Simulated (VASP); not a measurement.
# B (Fm-3m) in VASP: a series of runs, part 3 of 4

VASP 6.6.1. The steps go on from the part before.

## 5. Single point, PBEsol

Contents of INCAR:

```
  PREC = Accurate
  ENCUT = 520
  EDIFF = 1E-6
  ISMEAR = -1
  SIGMA = 0.1
  LREAL = F
  LASPH = T
  NELM = 100
  ALGO = Normal
  ISIF = 2
  LWAVE = F
  LCHARG = F
  GGA = PS
  NBANDS = 8
```

Contents of KPOINTS:

```
regular mesh
0
Gamma
  25 25 25
```

Contents of POSCAR:

```
B
1.0
    0.0000000000      1.2674965126      1.2674965126
    1.2674965126      0.0000000000      1.2674965126
    1.2674965126      1.2674965126      0.0000000000
B
1
Direct
    0.0000000000      0.0000000000      0.0000000000
```

Potentials or basis: VASP PAW PBE potentials, release 64 (B).

Launch:

```
$ cat potpaw_PBE.64/B/POTCAR > POTCAR
$ mpirun -np 1 vasp_std > vasp.out
```

OUTCAR:

```text
PREC = Accurate
   ENCUT = 520
   EDIFF = 1E-6
   ISMEAR = -1
   LREAL = F
   LASPH = T
   NELM = 100
   ISIF = 2
   GGA = PS

 ion  position               nearest neighbor table
   1  0.000  0.000  0.000-

  LATTYP: Found a face centered cubic cell.
 ALAT       =     2.5349930252

  Lattice vectors:

 A1 = (   0.0000000000,   1.2674965126,   1.2674965126)
 A2 = (   1.2674965126,   0.0000000000,   1.2674965126)
 A3 = (   1.2674965126,   1.2674965126,   0.0000000000)

Analysis of symmetry for initial positions (statically):
=====================================================================
 Subroutine PRICEL returns:
 Original cell was already a primitive cell.

 Routine SETGRP: Setting up the symmetry group for a
 face centered cubic supercell.

 Subroutine GETGRP returns: Found 48 space group operations
 (whereof 48 operations were pure point group operations)
 out of a pool of 48 trial point group operations.

The static configuration has the point symmetry O_h .

Analysis of symmetry for dynamics (positions and initial velocities):
=====================================================================
 Subroutine PRICEL returns:
 Original cell was already a primitive cell.

 Routine SETGRP: Setting up the symmetry group for a
 face centered cubic supercell.

 Subroutine GETGRP returns: Found 48 space group operations
 (whereof 48 operations were pure point group operations)
 out of a pool of 48 trial point group operations.

The dynamic configuration has the point symmetry O_h .

 Subroutine INISYM returns: Found 48 space group operations
 (whereof 48 operations are pure point group operations),
 and found     1 'primitive' translations

----------------------------------------------------------------------------------------

                                     Primitive cell

  volume of cell :       4.0726

  direct lattice vectors                    reciprocal lattice vectors
     0.000000000  1.267496513  1.267496513    -0.394478403  0.394478403  0.394478403
     1.267496513  0.000000000  1.267496513     0.394478403 -0.394478403  0.394478403
     1.267496513  1.267496513  0.000000000     0.394478403  0.394478403 -0.394478403

  length of vectors
     1.792510758  1.792510758  1.792510758     0.683256636  0.683256636  0.683256636

  position of ions in fractional coordinates (direct lattice)
     0.000000000  0.000000000  0.000000000

  ion indices of the primitive-cell ions
   primitive index   ion index
                 1           1

----------------------------------------------------------------------------------------

 KPOINTS: regular mesh

Automatic generation of k-mesh.
 Grid dimensions read from file:
 generate k-points for:   25   25   25

 Generating k-lattice:

  Cartesian coordinates                     Fractional coordinates (reciprocal lattice)
    -0.015779136  0.015779136  0.015779136     0.040000000  0.000000000  0.000000000
     0.015779136 -0.015779136  0.015779136     0.000000000  0.040000000  0.000000000
     0.015779136  0.015779136 -0.015779136     0.000000000  0.000000000  0.040000000

  Length of vectors
     0.027330265  0.027330265  0.027330265

  Shift w.r.t. Gamma in fractional coordinates (k-lattice)
     0.000000000  0.000000000  0.000000000

 Subroutine IBZKPT returns following result:
 ===========================================

 Found    455 irreducible k-points:

 Following reciprocal coordinates:
            Coordinates               Weight
  0.000000  0.000000  0.000000      1.000000
  0.040000  0.000000  0.000000      8.000000
  0.080000  0.000000  0.000000      8.000000
  0.120000  0.000000  0.000000      8.000000
  0.160000  0.000000  0.000000      8.000000
  0.200000  0.000000  0.000000      8.000000
[... 16 lines left out ...]
  0.400000  0.040000  0.000000     24.000000
  0.440000  0.040000  0.000000     24.000000
 [... further k-points ...]
   k-points           NKPTS =    455   k-points in BZ     NKDIM =    455   number of bands    NBANDS=      8
   number of dos      NEDOS =    301   number of ions     NIONS =      1
   total plane-waves  NPLWV =   2744
   dimension x,y,z NGX =    14 NGY =   14 NGZ =   14
   dimension x,y,z NGXF=    28 NGYF=   28 NGZF=   28
   ions per type =               1
   NGX,Y,Z   is equivalent  to a cutoff of  12.98, 12.98, 12.98 a.u.
   NGXF,Y,Z  is equivalent  to a cutoff of  25.97, 25.97, 25.97 a.u.
 SYSTEM =  unknown system
   PREC   = accura    normal or accurate (medium, high low for compatibility)
   ISTART =      0    job   : 0-new  1-cont  2-samecut
   ICHARG =      2    charge: 1-file 2-atom 10-const
   ISPIN  =      1    spin polarized calculation?
   LNONCOLLINEAR =      F non collinear calculations
   LSORBIT =      F    spin-orbit coupling
   LASPH  =      T    aspherical Exc in radial PAW
   ENCUT  =  520.0 eV  38.22 Ry    6.18 a.u.   3.33  3.33  3.33*2*pi/ulx,y,z
   NELM   =    100;   NELMIN=  2; NELMDL= -5     # of ELM steps
   EDIFF  = 0.1E-05   stopping-criterion for ELM
   LREAL  =      F    real-space projection
   EDIFFG = 0.1E-04   stopping-criterion for IOM
   NSW    =      0    number of steps for IOM
   IBRION =     -1    ionic relax: 0-MD 1-quasi-New 2-CG
   NFREE  =      0    steps in history (QN), initial steepest desc. (CG)
   ISIF   =      2    stress and relaxation
   ISYM   =      2    0-nonsym 1-usesym 2-fastsym
   POTIM  = 0.5000    time-step for ionic-motion
   TEBEG  =    0.0;   TEEND  =   0.0 temperature during run
   PSTRESS=    0.0 pullay stress
   NELECT =       3.0000    total number of electrons
   NUPDOWN=      -1.0000    fix difference up-down
   EMIN   =  10.00;   EMAX   =-10.00  energy-range for DOS
   EFERMI =   0.00;   METHOD = LEGACY
   ISMEAR =    -1;   SIGMA  =   0.10  broadening in eV -4-tet -1-fermi 0-gaus
   EFERMI_NEDOS =   21; number of points for ismear=-14 and -15
   IALGO  =     38    algorithm
   IMIX   =      4    mixing-type and parameters
     AMIX     =   0.40;   BMIX     =  1.00
     AMIX_MAG =   1.60;   BMIX_MAG =  1.00
  volume/ion in A,a.u.               =       4.07        27.48
  Fermi-wavevector in a.u.,A,eV,Ry     =   1.478513  2.793984 29.742345  2.186001
  Thomas-Fermi vector in A             =   2.592785
   LORBIT       =      0    0 simple, 1 ext, 2 COOP (PROOUT), +10 PAW based schemes
   GGA     = PS    functional components
   LHFCALC =     F    Hartree Fock is set to
   AEXX    =    0.0000 exact exchange contribution
   IVDW    =     0    specifies the selected vdW correction
   LEPSILON=     F    determine dielectric tensor
   LRPA    =     F    only Hartree local field effects (RPA)
 non-spin polarized calculation
  energy-cutoff  :      520.00
  volume of cell :        4.07
 maximum number of plane-waves:       117
 NGX is ok and might be reduce to    14
   NGX =  7   NGY =  7   NGZ =  7

 number of electron       3.0000000 magnetization

 Free energy of the ion-electron system (eV)
  ---------------------------------------------------
  ext. energy  EPLUGINS =         0.00000000
  ---------------------------------------------------
  free energy    TOTEN  =        -4.95724341 eV

  energy without entropy =       -4.95197217  energy(sigma->0) =       -4.95460779

 E-fermi :  15.6055     XC(G=0): -14.6550

 val. band max:       15.5555818192   @ k =  -0.4400   0.3600   0.1200
 cond. band min:      15.6486626829   @ k =  -0.4400   0.4400   0.0400
 fundamental gap:      0.0930808637
 Fermi energy:        15.6054801412

 k-point     1 :       0.0000    0.0000    0.0000
  band No.  band energies     occupation
      1      -8.3445      2.00000
      2      37.7883      0.00000
      3      37.7883      0.00000
      4      37.7883      0.00000
      5      55.8811      0.00000
      6      55.8811      0.00000
      7      55.8811      0.00000
      8      59.9137      0.00000

 k-point     2 :       0.0400    0.0000    0.0000
  band No.  band energies     occupation
      1      -8.2623      2.00000
      2      37.2628      0.00000
      3      37.6728      0.00000
      4      37.6728      0.00000
      5      54.6389      0.00000
      6      56.1217      0.00000
      7      56.1217      0.00000
      8      61.9062      0.00000
[... 221 lines left out ...]
 k-point    23 :       0.4000    0.0400    0.0000
  band No.  band energies     occupation
      1      -0.8322      2.00000
      2      14.0749      2.00000
      3      33.1313      0.00000
      4      34.2196      0.00000
      5      50.1457      0.00000
      6      53.7260      0.00000
      7      57.5427      0.00000
      8      59.6368      0.00000

 k-point    24 :       0.4400    0.0400    0.0000
  band No.  band energies     occupation
      1       0.5240      2.00000
      2      11.8740      2.00000
      3      33.1238      0.00000
      4      33.8339      0.00000
      5      49.6587      0.00000
      6      52.8529      0.00000
      7      57.1007      0.00000
      8      60.8931      0.00000

 [... further k-points ...]
[... 5 lines left out ...]
  --------------------------------------------------------------------------------------
  -------------------------------------------------------------------------------------
  Total        4.8626448      4.8626448      4.8626448      0.0000000      0.0000000     -0.0000000
  in kB     1912.9905215   1912.9905215   1912.9905215      0.0000000      0.0000000     -0.0000000
  external PRESSURE =    1912.9905215 kB  Pullay stress =       0.0000000 kB

 VOLUME and BASIS-vectors are now :
 -----------------------------------------------------------------------------
  energy-cutoff  :      520.00
  volume of cell :        4.07
      direct lattice vectors                 reciprocal lattice vectors
     0.000000000  1.267496513  1.267496513    -0.394478403  0.394478403  0.394478403
     1.267496513  0.000000000  1.267496513     0.394478403 -0.394478403  0.394478403
     1.267496513  1.267496513  0.000000000     0.394478403  0.394478403 -0.394478403

 POSITION                                       TOTAL-FORCE (eV/Angst)
 -----------------------------------------------------------------------------------
      0.00000      0.00000      0.00000        -0.000000     -0.000000     -0.000000
 -----------------------------------------------------------------------------------
    total drift:                               -0.000000     -0.000000     -0.000000

  FREE ENERGIE OF THE ION-ELECTRON SYSTEM (eV)
  ---------------------------------------------------
  free  energy   TOTEN  =        -4.9572434082 eV

  energy  without entropy=       -4.9519721723  energy(sigma->0) =       -4.95460779
```

OSZICAR:

```text
N       E                     dE             d eps       ncg     rms          rms(c)
DAV:   1    -0.295084125178E+01   -0.29508E+01   -0.18335E+03  8440   0.312E+02
DAV:   2    -0.498527875671E+01   -0.20344E+01   -0.19533E+01  9704   0.373E+01
DAV:   3    -0.498627512572E+01   -0.99637E-03   -0.99632E-03  8128   0.864E-01
DAV:   4    -0.498627514309E+01   -0.17371E-07   -0.16001E-07 10184   0.311E-03
DAV:   5    -0.498627514200E+01    0.10905E-08   -0.32218E-12  8104   0.793E-06    0.300E+00
DAV:   6    -0.496675288453E+01    0.19522E-01   -0.13529E-03  8672   0.252E-01    0.181E+00
DAV:   7    -0.495724524837E+01    0.95076E-02   -0.22092E-03  9032   0.319E-01    0.365E-02
DAV:   8    -0.495724371658E+01    0.15318E-05   -0.28814E-06  7648   0.174E-02    0.115E-02
DAV:   9    -0.495724340825E+01    0.30834E-06   -0.30264E-07  6128   0.424E-03
   1 F= -.49572434E+01 E0= -.49546078E+01  d E =-.527124E-02
```

It took 6.3 s on 1 thread of Intel Xeon 6975P-C, shared host; peak memory 0.12 GiB.

What came out:

```yaml
Free_energy: -4.9572 eV
Pressure: 191.3 GPa
```

Caveat: the PAW data sets were made with another functional, which shifts forces and pressure a little.

(Continued in part 4 of 4.)
